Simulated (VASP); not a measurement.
ZnO:

```
Zn O
1.0
     2.64617    0.00000    0.00000
     0.00000    2.64617    0.00000
     0.00000    0.00000    2.64617
Zn O
1 1
Direct
  0.00000 0.00000 0.00000
  0.50000 0.50000 0.50000
```

Base run:

```yaml
Program: VASP 6.6.1
Functional: PBE
Potentials_or_basis: VASP PAW PBE potentials, release 64 (Zn, O)
Cutoff: 520 eV
k_mesh: 10 × 10 × 10
Occupations: fermi-dirac, width 0.02 eV
Spin: no spin polarisation
```

Its results: band gap on the k mesh zero (band 9 reaches 3.58 eV, above the bottom of band 10 at 2.98 eV); pressure 9.2 GPa.

Question: The run is repeated on the same cell with these changes: functional from PBE to r2SCAN. What comes out?

Answer: Band gap on the k mesh zero (band 9 reaches 3.26 eV, above the bottom of band 10 at 3.22 eV); pressure 1.0 GPa.

Caveats: the PAW data sets were made with another functional, which shifts forces and pressure a little (some runs).
